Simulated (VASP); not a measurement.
Input of a VASP 6.6.1 run:

Contents of INCAR:

```
SYSTEM = Zn2Sb3
PREC = Accurate
ENCUT = 520
EDIFF = 1E-6
ISMEAR = 0
SIGMA = 0.1
LREAL = .FALSE.
LASPH = .TRUE.
NELM = 80
ALGO = Normal
ISIF = 2
LWAVE = .FALSE.
LCHARG = .TRUE.
GGA = PE
LELF = .TRUE.
LVHAR = .TRUE.
NBANDS = 50
```

The input KPOINTS:

```
Automatic mesh
0
G
  3 3 3
  0 0 0
```

POSCAR

```
Zn2Sb3
1.0
    3.5580597131      2.0542467331      5.8305719384
   -3.5580597131      2.0542467331      5.8305719384
    0.0000000000     -4.1084934664      5.8305719384
Zn Sb
4 6
Direct
    0.8718071858      0.8718071858      0.8718071858
    0.6281928142      0.6281928142      0.6281928142
    0.1281928142      0.1281928142      0.1281928142
    0.3718071858      0.3718071858      0.3718071858
    0.0245084283      0.4754915717      0.7500000000
    0.7500000000      0.0245084283      0.4754915717
    0.4754915717      0.7500000000      0.0245084283
    0.9754915717      0.5245084283      0.2500000000
    0.2500000000      0.9754915717      0.5245084283
    0.5245084283      0.2500000000      0.9754915717
```

Potentials or basis: VASP PAW PBE potentials, release 64 (Zn, Sb).

Run with:

```bash
$ cat potpaw_PBE.64/Zn/POTCAR potpaw_PBE.64/Sb/POTCAR > POTCAR
$ mpirun -np 1 vasp_std > vasp.out
```

Question: What does it give for the pressure?

Answer: -0.1 GPa.

Question: What does it give for the largest force?

Answer: 0.014 eV/Å.

Stress tensor (GPa, compression positive):
```
-0.03  0.00  0.00
 0.00 -0.03  0.00
 0.00  0.00 -0.37
```

Caveat: the k points lie up to 0.36 Å⁻¹ apart, too coarse for converged energies and pressures of a metal.
